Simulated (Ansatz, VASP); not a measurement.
Two plane-wave programs on W

File INCAR:

```
PREC = Accurate ; ENCUT = 520
EDIFF = 1E-7 ; ISMEAR = 0
SIGMA = 0.15 ; LREAL = F
LASPH = T ; NELM = 60
ALGO = Fast ; ISIF = 2
LWAVE = F ; LCHARG = F
GGA = CA ; NBANDS = 13
```

The input KPOINTS:

```
regular mesh
0
Gamma
  20 20 20
```

The input POSCAR:

```
W
1.0
    0.0000000000      2.3345000000      2.0300000000
    2.0300000000      0.0000000000      2.0300000000
    2.0300000000      2.3345000000      0.0000000000
W
1
Direct
    0.0000000000      0.0000000000      0.0000000000
```

Input for Ansatz:

```yaml
crystal:
  lattice:
    - [0.0, 2.3345, 2.03]
    - [2.03, 0.0, 2.03]
    - [2.03, 2.3345, 0.0]
  atoms:
    - { symbol: W, position: [0.0, 0.0, 0.0] }
basis:
  ecutwfc: 420
kpoints:
  mp_grid: { grid: [20, 20, 20] }
hamiltonian:
  xc: lda
scf:
  occupations: { method: gaussian, width: 0.15 }
output:
  forces: true
  stress: true
  eigenvalues: true
```

Change from the starting cell: strain +0.1500 x Voigt [0, 1, 0, 0, 0, 0], atoms carried along.

Alike in both runs: task single point; functional LDA; k mesh 20 × 20 × 20; occupations gaussian, width 0.15 eV; no spin polarisation.

|  | VASP | Ansatz |
| --- | --- | --- |
| version | VASP 6.6.1 | Ansatz 0.2.0 |
| potentials or method | VASP PAW LDA potentials, release 64 (W_sv), cutoff 520 eV | scalar-relativistic, plane waves, PAW |
| valence electrons in the cell | 14 | 14 |

Ansatz gave:

```
gap on the k mesh at the Fermi level (eV)                     : none
pressure (GPa)                                                : -42.0
traceless stress, the component that is largest in VASP (GPa) : 5.25
```

Q: Estimate VASP's values.

A: gap on the k mesh at the Fermi level (eV): none; pressure (GPa): -41.2; traceless stress, the component that is largest in VASP (GPa): 5.18.

LDA's correlation is that of Perdew and Zunger in VASP and of Perdew and Wang (1992) in Ansatz. A gap of «none» marks a metal or a gap that the smearing closes. Both programs put the cell under strong tension, so it lies far from rest at this level.

Spin-orbit coupling is off throughout. Noted on VASP's run: the cell as given lies far from equilibrium.
